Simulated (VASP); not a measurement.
## PbSe: single point with PBE

PbSe:

```
Pb Se
1.0
     0.00000    3.08870    3.08870
     3.08870    0.00000    3.08870
     3.08870    3.08870    0.00000
Pb Se
1 1
Direct
  0.00000 0.00000 0.00000
  0.50000 0.50000 0.50000
```

```yaml
Program: VASP 6.6.1
Task: single point
Functional: PBE
Potentials_or_basis: VASP PAW PBE potentials, release 64 (Pb_d, Se)
Cutoff: 500 eV
k_mesh: 6 × 6 × 6
Occupations: gaussian, width 0.01 eV
Spin: no spin polarisation
Dipole_correction: no
Further_INCAR_settings: ALGO = Normal; EDIFF = 1e-06; NBANDS = 17
```

```
Pressure               : 0.9 GPa
Band gap on the k mesh : 0.38 eV, direct
```

Levels at points of the mesh, in eV from the valence-band top:
```
           k point  band 7  band 8  band 9  band 10  band 11  band 12  band 13  band 14
(0.00, 0.00, 0.00)   -6.33   -1.73   -1.73    -1.73     4.67     4.67     4.67     6.60
(0.50, 0.00, 0.00)   -8.63   -1.35   -1.35     0.00     0.38     1.78     1.78     8.54
(0.50, 0.50, 0.00)   -7.32   -4.74   -3.04    -3.04     3.83     5.53     5.53     5.95
```

Run time: 15 s on 1 thread of Intel Xeon 6975P-C, on a shared host, peak memory 0.18 GiB.

Caveat: spin-orbit coupling is left out, which moves the levels of the heavy elements. A k mesh can miss the band edges.
